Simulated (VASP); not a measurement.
Runs of VASP 6.6.1 on Cu. The structure is that of space group I4/mmm (No. 139), or close to it. The cells are those of the table. 

| cell | gap on the mesh (eV) | pressure (GPa) |
| --- | --- | --- |
| a = 2.546 Å, angles 107.0, 107.0, 114.6°, 1 atom | none | (a) |
| a = 2.510 Å, angles 105.7, 105.7, 117.2°, 1 atom | none | -5.1 |
| a = 2.423 Å, angles 106.9, 106.9, 114.7°, 1 atom | none | 10.8 |
| a = 2.466 Å, angles 106.3, 106.3, 116.0°, 1 atom | none | 1.6 |

Alike in all rows: task single point; level r2SCAN; potentials or basis VASP PAW PBE potentials, release 64 (Cu); no spin polarisation; k mesh 24 × 24 × 24; cutoff (eV) 520; smearing gaussian 0.15 eV.

Question: Fill in the values left out.

Answer: (a) -11.3.

Caveats: the PAW data sets were made with another functional, which shifts forces and pressure a little; the cell stands under tension (at least some runs); the cell stands under pressure (at least some runs).

A gap of «none» marks levels without a gap at the run's occupations.
